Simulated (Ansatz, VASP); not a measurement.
## One calculation of Al8H, two programs

INCAR

```
SYSTEM = Al8H
ALGO     = Normal         ! electronic algorithm
DIPOL    = 0.5 0.5 0.294
EDIFF    = 1E-6           ! SCF threshold, eV
ENCUT    = 520            ! plane-wave cutoff, eV
GGA      = PE             ! functional
IDIPOL   = 3            
ISIF     = 2              ! what is computed and relaxed
ISMEAR   = 0              ! smearing method
LASPH    = .TRUE.         ! aspherical terms in the spheres
LCHARG   = .TRUE.         ! write CHGCAR
LDIPOL   = .TRUE.       
LELF     = .TRUE.         ! ELF
LREAL    = Auto         
LVACPOTAV= .TRUE.       
LVHAR    = .TRUE.       
LWAVE    = .FALSE.        ! write WAVECAR
NBANDS   = 40             ! bands
NELM     = 60             ! most SCF steps
PREC     = Accurate       ! precision mode
SIGMA    = 0.1            ! smearing width, eV
```

Contents of KPOINTS:

```
k-points
0
G
  5 4 1
  0 0 0
```

Contents of POSCAR:

```
Al8H
1.0
    5.7135165837      0.0000000000      0.0000000000
    0.0000000000      8.0801326415      0.0000000000
    0.0000000000      0.0000000000     22.2432786975
Al H
16 2
Direct
    0.2500000000      0.2500000000      0.1798296040
    0.2500000000      0.7500000000      0.1798296040
    0.7500000000      0.2500000000      0.1798296040
    0.7500000000      0.7500000000      0.1798296040
    0.0000000000      0.0000000000      0.2440458181
    0.0000000000      0.5000000000      0.2440458181
    0.5000000000      0.0000000000      0.2440458181
    0.5000000000      0.5000000000      0.2440458181
    0.2500000000      0.2500000000      0.3102598702
    0.2500000000      0.7500000000      0.3102598702
    0.7500000000      0.2500000000      0.3102598702
    0.7500000000      0.7500000000      0.3102598702
    0.0000000000      0.0000000000      0.3705963860
    0.0000000000      0.5000000000      0.3705963860
    0.5000000000      0.0000000000      0.3705963860
    0.5000000000      0.5000000000      0.3705963860
    0.2500000000      0.1931321217      0.4339863214
    0.2500000000      0.3068678783      0.4339863214
```

Input for Ansatz:

```yaml
crystal:
  lattice:
    - [5.7135165837, 0.0, 0.0]
    - [0.0, 8.0801326415, 0.0]
    - [0.0, 0.0, 22.2432786975]
  atoms:
    - { symbol: Al, position: [0.25, 0.25, 0.179829604] }
    - { symbol: Al, position: [0.25, 0.75, 0.179829604] }
    - { symbol: Al, position: [0.75, 0.25, 0.179829604] }
    - { symbol: Al, position: [0.75, 0.75, 0.179829604] }
    - { symbol: Al, position: [0.0, 0.0, 0.2440458181] }
    - { symbol: Al, position: [0.0, 0.5, 0.2440458181] }
    - { symbol: Al, position: [0.5, 0.0, 0.2440458181] }
    - { symbol: Al, position: [0.5, 0.5, 0.2440458181] }
    - { symbol: Al, position: [0.25, 0.25, 0.3102598702] }
    - { symbol: Al, position: [0.25, 0.75, 0.3102598702] }
    - { symbol: Al, position: [0.75, 0.25, 0.3102598702] }
    - { symbol: Al, position: [0.75, 0.75, 0.3102598702] }
    - { symbol: Al, position: [0.0, 0.0, 0.370596386] }
    - { symbol: Al, position: [0.0, 0.5, 0.370596386] }
    - { symbol: Al, position: [0.5, 0.0, 0.370596386] }
    - { symbol: Al, position: [0.5, 0.5, 0.370596386] }
    - { symbol: H, position: [0.25, 0.1931321217, 0.4339863214] }
    - { symbol: H, position: [0.25, 0.3068678783, 0.4339863214] }
basis:
  ecutwfc: 420
kpoints:
  mp_grid: { grid: [5, 4, 1] }
hamiltonian:
  xc: pbe
  pseudopotentials: { kind: paw, azcp: { folder: soft_1 } }
scf:
  occupations: { method: gaussian, width: 0.1 }
output:
  forces: true
  eigenvalues: true
efield:
  axis: 3
  dipole_correction: true
  ramp_width: 0.04
```

Alike in both runs: task single point; functional PBE; k mesh 5 × 4 × 1; occupations gaussian, width 0.1 eV; no spin polarisation.

|  | VASP | Ansatz |
| --- | --- | --- |
| version | VASP 6.6.1 | Ansatz 0.2.0 |
| potentials or method | VASP PAW PBE potentials, release 64 (Al, H), cutoff 520 eV | scalar-relativistic, plane waves, PAW |
| valence electrons in the cell | 50 | 50 |

|  | VASP | Ansatz | Ansatz less VASP |
| --- | --- | --- | --- |
| gap on the k mesh at the Fermi level (eV) | none | none | - |
| rms of the force components (eV/Å) | 0.464 | 0.464 | 0.0000 |
| work function, face that differs most (eV) | 4.13 | 4.13 | -0.003 |

Atom by atom the forces differ by 0.001 eV/Å (rms over components). A gap of «none» marks a metal or a gap that the smearing closes. With one functional, cell and mesh, what is left measures potentials, basis and numerics.
